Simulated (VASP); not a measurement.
Here is a VASP 6.6.1 calculation.

Contents of POSCAR:

```
SiO2
1.0
   -1.7448856757      1.7448856757      4.2030844901
    1.7448856757     -1.7448856757      4.2030844901
    1.7448856757      1.7448856757     -4.2030844901
Si O
2 4
Direct
    0.7500000000      0.2500000000      0.5000000000
    0.0000000000      0.0000000000      0.0000000000
    0.5409502157      0.0409502157      0.5000000000
    0.7909502157      0.7909502157      0.0000000000
    0.2090497843      0.2090497843      0.0000000000
    0.9590497843      0.4590497843      0.5000000000
```

File INCAR.step1:

```
PREC = Accurate
ENCUT = 520
ISMEAR = -1
SIGMA = 0.02
LREAL = F
LASPH = T
NELM = 80
NBANDS = 25
GGA = PE
ALGO = Normal
EDIFF = 1E-4
LWAVE = T
LCHARG = F
```

INCAR.step2

```
PREC = Accurate
ENCUT = 520
EDIFF = 1E-7
ISMEAR = -1
SIGMA = 0.02
LREAL = F
LASPH = T
NELM = 80
ALGO = Normal
ISIF = 2
LWAVE = F
LCHARG = F
METAGGA = R2SCAN
LMIXTAU = T
NBANDS = 25
ISTART = 1
```

The input KPOINTS:

```
regular mesh
0
Gamma
  10 10 10
```

Potentials or basis: VASP PAW PBE potentials, release 64 (Si, O).

The run is started by

```bash
$ cat potpaw_PBE.64/Si/POTCAR potpaw_PBE.64/O/POTCAR > POTCAR
$ cp INCAR.step1 INCAR
$ mpirun -np 1 vasp_std > vasp.out
$ cp INCAR.step2 INCAR
$ mpirun -np 1 vasp_std > vasp.out
```

What does it give for the band gap on the k mesh?

7.22 eV (least direct gap 7.98 eV).

Estimate the pressure.

0.4 GPa.

Forces in eV/Å, atoms in the order of the input:
```
Si   0.000  0.000  0.000
Si   0.000  0.000  0.000
O    0.000  0.000 -0.010
O    0.000  0.000 -0.010
O    0.000  0.000  0.010
O    0.000  0.000  0.010
```

Caveat: the PAW data sets were made with another functional, which shifts forces and pressure a little. A k mesh can miss the band edges.
